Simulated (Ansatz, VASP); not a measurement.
## One calculation of Sb, two programs

File INCAR:

```
ALGO = Normal
EDIFF = 1E-7
ENCUT = 520
GGA = CA
ISIF = 2
ISMEAR = 1
LASPH = True
LCHARG = False
LREAL = False
LWAVE = False
NBANDS = 12
NELM = 60
PREC = Accurate
SIGMA = 0.3
```

File KPOINTS:

```
k-points
0
Gamma
  9 9 9
```

Contents of POSCAR:

```
Sb
1.0
    2.1456002536      1.2387628840      3.6587425366
   -2.1456002536      1.2387628840      3.6587425366
    0.0000000000     -2.4775257680      3.6587425366
Sb
2
Direct
    0.2359371474      0.2359371474      0.2359371474
    0.7640628526      0.7640628526      0.7640628526
```

Input for Ansatz:

```yaml
crystal:
  lattice:
    - [2.1456002536, 1.238762884, 3.6587425366]
    - [-2.1456002536, 1.238762884, 3.6587425366]
    - [0.0, -2.477525768, 3.6587425366]
  atoms:
    - { symbol: Sb, position: [0.2359371474, 0.2359371474, 0.2359371474] }
    - { symbol: Sb, position: [0.7640628526, 0.7640628526, 0.7640628526] }
hamiltonian:
  xc: lda
  pseudopotentials:
    kind: paw
    azcp:
      Sb: "pseudopotentials/Sb.paw.azcp"
basis:
  ecutwfc: 420
  fft_grid_basis: typed
kpoints:
  mp_grid: { grid: [9, 9, 9], shift: [0, 0, 0] }
magnetization:
  spin_polarized: false
scf:
  occupations: { method: methfessel_paxton, width: 0.3 }
  lower_state_search: "off"
output:
  stress: true
```

Alike in both runs: task single point; functional LDA; k mesh 9 × 9 × 9; occupations methfessel-paxton of order 1, width 0.3 eV; no spin polarisation.

```csv
,VASP,Ansatz
version,VASP 6.6.1,Ansatz 0.2.0
potentials or method,"VASP PAW LDA potentials, release 64 (Sb), cutoff 520 eV","plane waves (420 eV) with PAW, scalar-relativistic"
valence electrons in the cell,10,30
```

```csv
,VASP,Ansatz,Ansatz less VASP
pressure (GPa),0.3,0.0,-0.29
"traceless stress, the component that is largest in VASP (GPa)",-0.12,-0.06,+0.057
```

Ansatz warns that its potentials were made for another functional, while VASP's fit it. LDA's correlation is that of Perdew and Zunger in VASP and of Perdew and Wang (1992) in Ansatz. VASP's potentials hold 10 valence electrons a cell and Ansatz's 30, so a difference there can come from the potentials and not from the codes.

Neither program's run includes spin-orbit coupling.
